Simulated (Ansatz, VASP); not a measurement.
Two plane-wave programs on GaN

```xyz
2
Lattice="0.0000 2.3425 2.3084 2.3425 0.0000 2.3084 2.3425 2.3425 0.0000" Properties=species:S:1:pos:R:3 pbc="T T T"
Ga    0.0000    0.0000    0.0000
N     3.5137    3.5137    3.4625
```

Change from the starting cell: strain +0.030 along x and y, +0.015 along z, atoms carried along.

Alike in both runs: task single point; functional PBE; k mesh 10 × 10 × 10; occupations gaussian, width 0.05 eV; no spin polarisation.

|  | VASP | Ansatz |
| --- | --- | --- |
| version | VASP 6.6.1 | Ansatz 0.2.0 |
| potentials or method | VASP PAW PBE potentials, release 64 (Ga_d, N), cutoff 520 eV | scalar-relativistic, plane waves, PAW |
| valence electrons in the cell | 18 | 18 |

```tsv
	VASP	Ansatz	Ansatz less VASP
gap on the k mesh at the Fermi level (eV)	1.03	1.03	0.000
least direct gap on the mesh (eV)	1.03	1.03	0.000
pressure (GPa)	-10.6	-10.8	-0.21
traceless stress, the component that is largest in VASP (GPa)	1.19	1.19	+0.003
```
